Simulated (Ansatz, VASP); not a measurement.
# Two plane-wave programs on Ru

```xyz
2
Lattice="2.7148 0.0000 0.0000 -1.3574 2.3511 0.0000 0.0000 0.0000 4.2961" Properties=species:S:1:pos:R:3 pbc="T T T"
Ru    0.0000    1.5674    1.0740
Ru    1.3574    0.7837    3.2221
```

Alike in both runs: task single point; functional r2SCAN; k mesh 12 × 12 × 7; occupations fermi-dirac, width 0.1 eV; no spin polarisation.

|  | VASP | Ansatz |
| --- | --- | --- |
| version | VASP 6.6.1 | Ansatz 0.2.0 |
| potentials or method | VASP PAW PBE potentials, release 64 (Ru_sv), cutoff 660 eV | plane waves, PAW |
| valence electrons in the cell | 32 | 32 |

|  | VASP | Ansatz | Ansatz less VASP |
| --- | --- | --- | --- |
| pressure (GPa) | -5.1 | -5.2 | -0.10 |
| traceless stress, the component that is largest in VASP (GPa) | -0.58 | -0.59 | -0.005 |

VASP's potentials were made for PBE, not for r2SCAN. With one functional, cell and mesh, what is left measures potentials, basis and numerics.
